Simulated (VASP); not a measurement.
Runs of VASP 6.6.1 on CdTe. The structure is that of space group Cmcm (No. 63), or close to it. The cells are those of the table. 

| cell | gap on the mesh (eV) | pressure (GPa) | largest force (eV/Å) |
| --- | --- | --- | --- |
| a = 4.356, b = 4.356, c = 6.091 Å, angles 90.0, 90.0, 90.5°, 4 atoms | none | -4.6 | 0.07 |
| a = 4.441, b = 4.441, c = 6.210 Å, angles 90.0, 90.0, 90.5°, 4 atoms | none | (c) | 0.12 |
| a = 4.267, b = 4.267, c = 5.966 Å, angles 90.0, 90.0, 90.5°, 4 atoms | none | -1.9 | 0.07 |
| a = 4.413, b = 4.413, c = 6.171 Å, angles 90.0, 90.0, 90.5°, 4 atoms | none | -5.9 | (a) |
| a = 4.297, b = 4.297, c = 6.008 Å, angles 90.0, 90.0, 90.5°, 4 atoms | none | -2.9 | (b) |

Alike in all rows: task single point; level LDA; potentials or basis VASP PAW LDA potentials, release 64 (Cd, Te); no spin polarisation; k mesh 6 × 6 × 4; cutoff (eV) 500; smearing fermi-dirac 0.1 eV.

Problem. Fill in the values left out.

Solution. (a) 0.10; (b) 0.06; (c) -6.4.

Caveats: spin-orbit coupling is left out, which moves the levels of the heavy elements.

A k mesh can miss the band edges, and the runs leave out spin-orbit coupling on Cd, Te.

A gap of «none» marks levels without a gap at the run's occupations.
